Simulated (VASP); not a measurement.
# Mg2GeN3 (P-3m1) in VASP: a series of runs, part 2 of 2

VASP 6.6.1.

## 4. Relaxation of cell and atoms, PBE

This run uses another cell than the first one, of 10.06 Å³/atom.

The input, INCAR:

```
PREC = Accurate ; ENCUT = 600
EDIFF = 1E-7 ; ISMEAR = 0
SIGMA = 0.1 ; LREAL = False
LASPH = True ; NELM = 100
ALGO = Normal ; ISIF = 3
LWAVE = False ; LCHARG = False
GGA = PE ; IBRION = 2
NSW = 100 ; EDIFFG = -0.01
```

The input, KPOINTS:

```
Automatic mesh
0
Gamma
  12 12 4
```

The input, POSCAR:

```
Mg2GeN3
1.0
    3.0011703808      0.0000000000      0.0000000000
   -1.5005851904      2.5990897909      0.0000000000
    0.0000000000      0.0000000000      7.7356703150
Mg Ge N
2 1 3
Direct
    0.3333333333      0.6666666667      0.6673928724
    0.6666666667      0.3333333333      0.3326071276
    0.0000000000      0.0000000000      0.0000000000
    0.3333333333      0.6666666667      0.1434271849
    0.6666666667      0.3333333333      0.8565728151
    0.0000000000      0.0000000000      0.5000000000
```

Potentials or basis: VASP PAW PBE potentials, release 64 (Mg, Ge_d, N).

Command:

```
cat potpaw_PBE.64/Mg/POTCAR potpaw_PBE.64/Ge_d/POTCAR potpaw_PBE.64/N/POTCAR > POTCAR
mpirun -np 1 vasp_std > vasp.out
```

OUTCAR:

```text
PREC = Accurate
   ENCUT = 600
   EDIFF = 1E-7
   ISMEAR = 0
   LREAL = False
   LASPH = True
   NELM = 100
   ISIF = 3
   GGA = PE
   IBRION = 2
   NSW = 100
   EDIFFG = -0.01

 ion  position               nearest neighbor table
   1  0.333  0.667  0.667-   6 2.16   6 2.16   6 2.16   5 2.27   5 2.27   5 2.27   3 3.10   3 3.10
                             3 3.10   2 3.12   2 3.12   2 3.12
   2  0.667  0.333  0.333-   6 2.16   6 2.16   6 2.16   4 2.27   4 2.27   4 2.27   3 3.10   3 3.10
                             3 3.10   1 3.12   1 3.12   1 3.12
   3  0.000  0.000  0.000-   4 2.06   5 2.06   5 2.06   4 2.06   5 2.06   4 2.06   1 3.10   2 3.10
                             1 3.10   2 3.10   2 3.10   1 3.10
   4  0.333  0.667  0.143-   3 2.06   3 2.06   3 2.06   2 2.27   2 2.27   2 2.27
   5  0.667  0.333  0.857-   3 2.06   3 2.06   3 2.06   1 2.27   1 2.27   1 2.27
   6  0.000  0.000  0.500-   1 2.16   2 2.16   2 2.16   1 2.16   2 2.16   1 2.16

  LATTYP: Found a hexagonal cell.
 ALAT       =     3.0011703808
 C/A-ratio  =     2.5775511995

  Lattice vectors:

 A1 = (   3.0011703808,   0.0000000000,   0.0000000000)
 A2 = (  -1.5005851904,   2.5990897909,   0.0000000000)
 A3 = (   0.0000000000,   0.0000000000,   7.7356703150)

[... 189 lines left out ...]
  --------------------------------------------------------------------------------------
  -------------------------------------------------------------------------------------
  Total       -0.0541493     -0.0541493     -0.2038188     -0.0000000      0.0000000     -0.0000000
  in kB       -1.4377850     -1.4377850     -5.4118405     -0.0000000      0.0000000     -0.0000000
  external PRESSURE =      -2.7624702 kB  Pullay stress =       0.0000000 kB
[... 107 lines left out ...]
--------------------------------------- Ionic step        4  -------------------------------------------

 number of electron      33.0000011 magnetization

 Free energy of the ion-electron system (eV)
  ---------------------------------------------------
  ext. energy  EPLUGINS =         0.00000000
  ---------------------------------------------------
  free energy    TOTEN  =       -34.10050437 eV

  energy without entropy =      -34.08200388  energy(sigma->0) =      -34.09125412

 E-fermi :   5.3374     XC(G=0): -11.5793

 val. band max:        5.3299351959   @ k =   0.2500   0.0833   0.5000
 cond. band min:       5.3415552961   @ k =   0.1667   0.0833   0.0000
 fundamental gap:      0.0116201002
 Fermi energy:         5.3373999681

 k-point     1 :       0.0000    0.0000    0.0000
  band No.  band energies     occupation
      1     -18.5647      2.00000
      2     -18.5647      2.00000
      3     -18.5611      2.00000
      4     -18.4973      2.00000
      5     -18.4973      2.00000
      6     -11.5654      2.00000
[... 541 lines left out ...]
     19      11.8178      0.00000
     20      12.6322      0.00000

 [... further k-points ...]

------------------------ aborting loop because EDIFF is reached ----------------------------------------

  FORCE on cell =-STRESS in cart. coord.  units (eV):
  Direction    XX          YY          ZZ          XY          YZ          ZX
  --------------------------------------------------------------------------------------
  -------------------------------------------------------------------------------------
  Total       -0.0047938     -0.0047938     -0.0335444     -0.0000000      0.0000000     -0.0000000
  in kB       -0.1275947     -0.1275947     -0.8928369     -0.0000000      0.0000000     -0.0000000
  external PRESSURE =      -0.3826754 kB  Pullay stress =       0.0000000 kB
[... 21 lines left out ...]
  FREE ENERGIE OF THE ION-ELECTRON SYSTEM (eV)
  ---------------------------------------------------
  free  energy   TOTEN  =       -34.1005043657 eV

  energy  without entropy=      -34.0820038757  energy(sigma->0) =      -34.09125412

 reached required accuracy - stopping structural energy minimisation
```

It took 1.7 min on 1 thread of Intel Xeon 6975P-C (Granite Rapids), shared host; peak memory 0.26 GiB.

What came out:

```
Free energy                           : -34.1005 eV
Relaxed volume                        : 10.03 Å³/atom
Relaxed cell                          : a = 3.001 Å, b = 3.001 Å, c = 7.718 Å, α = 90.00°, β = 90.00°, γ = 120.00°
Space group after relaxing (to 0.1 Å) : P-3m1 (No. 164)
Energy gained by relaxing             : 0.1 meV/atom
Ionic steps                           : 4
Pressure after relaxing               : 0.0 GPa
Largest force after relaxing          : 0.007 eV/Å
Band gap on the k mesh                : zero (an odd number of electrons rules out a gap without spin polarisation)
```

Forces on the atoms (eV/Å):
```
Mg   0.000  0.000 -0.002
Mg   0.000  0.000  0.002
Ge   0.000  0.000  0.000
N    0.000  0.000 -0.007
N    0.000  0.000  0.007
N    0.000  0.000  0.000
```

The path:
```tsv
step	energy change (eV)	largest force (eV/Å)	pressure (GPa)	volume (Å³)
1	0.0000	0.0945	-0.28	60.34
2	-0.0008	0.0230	0.02	60.19
3	-0.0008	0.0033	0.10	60.15
4	-0.0008	0.0066	-0.04	60.19
```

Final structure:
```yaml
crystal:
  lattice:
    - [3.00104, 0.00000, 0.00000]
    - [-1.50052, 2.59897, 0.00000]
    - [0.00000, 0.00000, 7.71765]
  atoms:
    - { symbol: Mg, position: [0.33333, 0.66667, 0.66755] }
    - { symbol: Mg, position: [0.66667, 0.33333, 0.33245] }
    - { symbol: Ge, position: [0.00000, 0.00000, 0.00000] }
    - { symbol: N, position: [0.33333, 0.66667, 0.14423] }
    - { symbol: N, position: [0.66667, 0.33333, 0.85577] }
    - { symbol: N, position: [0.00000, 0.00000, 0.50000] }
```

Levels at points of the mesh, in eV from the Fermi level:
```tsv
k point	band 13	band 14	band 15	band 16	band 17	band 18	band 19	band 20
(0.00, 0.00, 0.00)	-0.23	-0.23	0.14	0.76	0.76	3.24	5.26	7.24
(0.50, 0.00, 0.00)	-2.16	-1.35	-1.26	-0.41	-0.18	2.84	6.58	7.08
(0.00, 0.00, 0.50)	-0.33	-0.25	-0.25	0.76	0.76	4.00	5.20	6.95
(0.50, 0.00, 0.50)	-2.74	-2.07	-0.53	-0.33	-0.06	3.11	5.87	7.91
```

## 5. Relaxation of cell and atoms, PBE

This run uses another cell than the first one, of 10.06 Å³/atom.

The input, INCAR:

```
SYSTEM = Mg2GeN3
PREC = Accurate
ENCUT = 600
EDIFF = 1E-7
ISMEAR = 0
SIGMA = 0.1
LREAL = .FALSE.
LASPH = .TRUE.
NELM = 80
ALGO = Normal
ISIF = 3
LWAVE = .FALSE.
LCHARG = .FALSE.
GGA = PE
IBRION = 2
NSW = 80
EDIFFG = -0.001
```

The input, KPOINTS:

```
Automatic mesh
0
G
  12 12 4
  0 0 0
```

The input, POSCAR:

```
Mg2GeN3
1.0
    3.0032302472      0.0000000000      0.0000000000
   -1.5016151236      2.6008736875      0.0000000000
    0.0000000000      0.0000000000      7.7285018393
Mg Ge N
2 1 3
Direct
    0.3333333333      0.6666666667      0.6674184204
    0.6666666667      0.3333333333      0.3325815796
    0.0000000000      0.0000000000      0.0000000000
    0.3333333333      0.6666666667      0.1438157199
    0.6666666667      0.3333333333      0.8561842801
    0.0000000000      0.0000000000      0.5000000000
```

Command:

```
cat potpaw_PBE.64/Mg/POTCAR potpaw_PBE.64/Ge_d/POTCAR potpaw_PBE.64/N/POTCAR > POTCAR
mpirun -np 1 vasp_std > vasp.out
```

Wall time 2.1 min (1 thread of Intel Xeon 6975P-C (Granite Rapids), shared host); peak memory 0.27 GiB.

The run converged. Its results:

```yaml
Free_energy: -34.1005 eV
Relaxed_volume: 10.03 Å³/atom
Relaxed_cell: a = 3.001 Å, b = 3.001 Å, c = 7.715 Å, α = 90.00°, β = 90.00°, γ = 120.00°
Space_group_after_relaxing_to_0.1_Å: P-3m1 (No. 164)
Energy_gained_by_relaxing: 0.1 meV/atom
Ionic_steps: 7
Pressure_after_relaxing: 0.0 GPa
Band_gap_on_the_k_mesh: zero (an odd number of electrons rules out a gap without spin polarisation)
```

Step by step:
```tsv
step	energy change (eV)	largest force (eV/Å)	pressure (GPa)	volume (Å³)
1	0.0000	0.0394	-0.44	60.37
2	-0.0003	0.0240	0.18	60.13
3	-0.0003	0.0267	0.08	60.17
4	-0.0004	0.0022	-0.02	60.18
5	-0.0004	0.0019	0.00	60.18
6	-0.0004	0.0006	0.00	60.18
7	-0.0004	0.0003	0.00	60.18
```

Final structure:
```xyz
6
Lattice="3.0012 0.0000 0.0000 -1.5006 2.5991 0.0000 0.0000 0.0000 7.7150" Properties=species:S:1:pos:R:3 pbc="T T T"
Mg    0.0000    1.7327    5.1499
Mg    1.5006    0.8664    2.5651
Ge    0.0000    0.0000    0.0000
N     0.0000    1.7327    1.1125
N     1.5006    0.8664    6.6025
N     0.0000    0.0000    3.8575
```

Levels at points of the mesh, in eV from the Fermi level:
```csv
k point,band 15,band 16,band 17,band 18,band 19,band 20
"(0.00, 0.00, 0.00)",0.14,0.76,0.76,3.25,5.26,7.24
"(0.50, 0.00, 0.00)",-1.26,-0.41,-0.19,2.84,6.58,7.08
"(0.00, 0.00, 0.50)",-0.25,0.76,0.76,4.00,5.20,6.95
"(0.50, 0.00, 0.50)",-0.53,-0.33,-0.07,3.11,5.88,7.91
```

## 6. The runs side by side

```csv
task,cell,gap on the mesh (eV),pressure (GPa),relaxed volume (Å³/atom),largest force (eV/Å)
relaxation of shape and atoms at fixed volume,"relaxed from a = 2.943, b = 2.943, c = 7.563 Å, angles 90.0, 90.0, 120.0°, 6 atoms, atomic positions A",none,10.8,-,0.01
relaxation of shape and atoms at fixed volume,"relaxed from a = 2.973, b = 2.973, c = 7.650 Å, angles 90.0, 90.0, 120.0°, 6 atoms, atomic positions B",none,4.7,-,0.01
relaxation of cell and atoms,"relaxed from a = 3.001, b = 3.001, c = 7.736 Å, angles 90.0, 90.0, 120.0°, 6 atoms, atomic positions C",none,0.0,10.03,0.01
relaxation of cell and atoms,"relaxed from a = 3.003, b = 3.003, c = 7.729 Å, angles 90.0, 90.0, 120.0°, 6 atoms, atomic positions B",none,0.0,10.03,-
```

Alike in all rows: level PBE; potentials or basis VASP PAW PBE potentials, release 64 (Mg, Ge_d, N); no spin polarisation; k mesh 12 × 12 × 4; cutoff (eV) 600; smearing gaussian 0.1 eV.

Total energies depend on the potentials used, so only differences within one code and one set of settings carry meaning.
